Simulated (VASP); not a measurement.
## Li2O: single point with PBE

The system is Li2O.

```xyz
3
Lattice="0.0000 2.3126 2.3126 2.3126 0.0000 2.3126 2.3126 2.3126 0.0000" Properties=species:S:1:pos:R:3 pbc="T T T"
O     0.0000    0.0000    0.0000
Li    1.1563    1.1563    1.1563
Li    3.4689    3.4689    3.4689
```

```
Program                : VASP 6.6.1
Task                   : single point
Functional             : PBE
Potentials or basis    : VASP PAW PBE potentials, release 64 (O, Li_sv)
Cutoff                 : 750 eV
k mesh                 : 8 × 8 × 8
Occupations            : gaussian, width 0.01 eV
Spin                   : no spin polarisation
Dipole correction      : no
Further INCAR settings : ALGO = Normal; EDIFF = 1e-06; NBANDS = 13
```

The pressure is -0.3 GPa and the band gap on the k mesh is 4.97 eV (least direct gap 5.24 eV).

Levels at points of the mesh, in eV from the valence-band top:
```csv
k point,band 4,band 5,band 6,band 7,band 8,band 9
"(0.00, 0.00, 0.00)",0.00,0.00,0.00,5.24,11.92,11.92
"(0.50, 0.00, 0.00)",-2.76,-0.44,-0.44,9.19,9.77,12.04
"(0.50, 0.50, 0.00)",-1.60,-1.38,-1.38,4.97,13.50,13.50
```

It took 17 s on 1 thread of Intel(R) Xeon(R) Platinum 8259CL CPU @ 2.50GHz (Skylake/Cascade Lake) (shared host), peak memory 0.16 GiB.

A k mesh can miss the band edges.
